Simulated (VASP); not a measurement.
A run of VASP 6.6.1:

Contents of INCAR:

```
SYSTEM = BAs
ALGO = Normal ; EDIFF = 1E-6
ENCUT = 520 ; ISIF = 2
ISMEAR = 0 ; LASPH = .True.
LCHARG = .False. ; LREAL = .False.
LWAVE = .False. ; NBANDS = 11
NELM = 100 ; PREC = Accurate
SIGMA = 0.05
```

KPOINTS

```
k-points
0
Gamma
  10 10 10
  0 0 0
```

Contents of POSCAR:

```
BAs
1.0
    0.0000000000      2.3885000000      2.1974200000
    2.3885000000      0.0000000000      2.1974200000
    2.3885000000      2.3885000000      0.0000000000
B As
1 1
Direct
    0.0000000000      0.0000000000      0.0000000000
    0.7500000000      0.7500000000      0.7500000000
```

Potentials or basis: VASP PAW LDA potentials, release 64 (B, As).

The run is started by

```sh
$ cat potpaw_LDA.64/B/POTCAR potpaw_LDA.64/As/POTCAR > POTCAR
$ mpirun -np 1 vasp_std > vasp.out
```

Hardware: 1 thread of Intel(R) Xeon(R) Platinum 8488C (Sapphire Rapids), with other jobs on the host.

Q: How long does it take, and how much memory?

A: Wall time 12 s on 1 thread of Intel(R) Xeon(R) Platinum 8488C (Sapphire Rapids), with other jobs on the host, peak memory 0.15 GiB. Counts: scf iterations 12, k points 102.
